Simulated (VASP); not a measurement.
Set up this calculation in VASP 6.6.1, as the native input.

```
Task                   : single point
Functional             : PBE
Potentials or basis    : VASP PAW PBE potentials, release 64 (Na_pv, Sb)
Cutoff                 : 520 eV
k mesh                 : 8 × 8 × 6
Occupations            : fermi-dirac, width 0.05 eV
Spin                   : no spin polarisation
Dipole correction      : no
Further INCAR settings : ALGO = Normal; EDIFF = 1e-06; NBANDS = 16
```

The structure of Na2Sb lies in POSCAR:

```
Na2Sb
1.0
    3.2193473565      0.0000000000      0.0000000000
    0.0000000000      3.2193473565      0.0000000000
    0.0000000000      0.0000000000      4.5472607769
Na Sb
2 1
Direct
    0.5000000000      0.0000000000      0.5000000000
    0.0000000000      0.5000000000      0.5000000000
    0.0000000000      0.0000000000      0.0000000000
```

This cell differs from its parent crystal: volume scaled by 0.94.

These files were run (other wordings do the same):

INCAR

```
  PREC = Accurate
  ENCUT = 520
  EDIFF = 1E-6
  ISMEAR = -1
  SIGMA = 0.05
  LREAL = F
  LASPH = T
  NELM = 100
  ALGO = Normal
  ISIF = 2
  LWAVE = F
  LCHARG = F
  GGA = PE
  NBANDS = 16
```

KPOINTS

```
regular mesh
0
Gamma
  8 8 6
```

Potentials or basis: VASP PAW PBE potentials, release 64 (Na_pv, Sb).

Command:

```bash
$ cat potpaw_PBE.64/Na_pv/POTCAR potpaw_PBE.64/Sb/POTCAR > POTCAR
$ mpirun -np 1 vasp_std > vasp.out
```

Results of the run:

```
Pressure : 45.3 GPa
```

It took 14 s on 1 thread of Intel(R) Xeon(R) Platinum 8488C (Sapphire Rapids), with other jobs on the host, peak memory 0.18 GiB.
